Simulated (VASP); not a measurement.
C: single point with PBE

The system is C.

```
C
1.0
     2.51806    0.00000    0.00000
    -1.25903    2.18071    0.00000
     0.00000    0.00000    8.30469
C
8
Direct
  0.98899 0.97799 0.09297
  0.98899 0.97799 0.59297
  0.98899 0.97799 0.40703
  0.98899 0.97799 0.90703
  0.34434 0.68868 0.15553
  0.67767 0.35534 0.65553
  0.34434 0.68868 0.34447
  0.67767 0.35534 0.84447
```

```json
{
 "Program": "VASP 6.6.1",
 "Task": "single point",
 "Functional": "PBE",
 "Potentials or basis": "VASP PAW PBE potentials, release 64 (C)",
 "Cutoff": "520 eV",
 "k mesh": "12 × 12 × 4",
 "Occupations": "gaussian, width 0.05 eV",
 "Spin": "no spin polarisation"
}
```

The pressure is 4.2 GPa. The largest force is 3.410 eV/Å and the band gap on the k mesh is 3.50 eV, indirect (least direct gap 3.95 eV).

Forces in eV/Å, atoms in the order of the input:
```
C    0.000  2.637 -0.288
C    0.000  3.393 -0.346
C    0.000  2.637  0.288
C    0.000  3.393  0.346
C    0.000 -2.641  0.308
C    0.000 -3.388  0.365
C    0.000 -2.641 -0.308
C    0.000 -3.388 -0.365
```

Stress tensor (GPa, compression positive):
```
3.17 0.00 0.00
0.00 6.73 0.00
0.00 0.00 2.68
```

Levels at points of the mesh, in eV from the valence-band top:
| k point | band 13 | band 14 | band 15 | band 16 | band 17 | band 18 | band 19 | band 20 |
| --- | --- | --- | --- | --- | --- | --- | --- | --- |
| (0.00, 0.00, 0.00) | -1.77 | -0.74 | -0.04 | 0.00 | 3.95 | 4.03 | 4.80 | 6.17 |
| (0.50, 0.00, 0.00) | -5.37 | -5.02 | -4.19 | -3.41 | 3.51 | 4.95 | 5.07 | 5.09 |
| (0.00, 0.50, 0.00) | -5.43 | -5.29 | -4.26 | -3.50 | 3.94 | 4.97 | 5.35 | 5.50 |
| (0.00, 0.00, 0.50) | -1.49 | -1.44 | -0.26 | -0.23 | 4.21 | 4.29 | 5.72 | 5.92 |
| (0.50, 0.00, 0.50) | -5.46 | -4.95 | -4.25 | -3.95 | 3.82 | 4.03 | 6.00 | 6.43 |
| (0.00, 0.50, 0.50) | -5.87 | -4.74 | -4.54 | -3.94 | 4.10 | 4.56 | 5.57 | 6.61 |

It took 110 s on 1 thread of AMD EPYC 9R14 (Zen 4) (shared host), peak memory 0.19 GiB.

Caveat: forces of over 1 eV/Å act on the atoms, so gaps and moduli don't describe the material at rest. A hybrid or GW would open this gap; PBE tends to underestimate it.
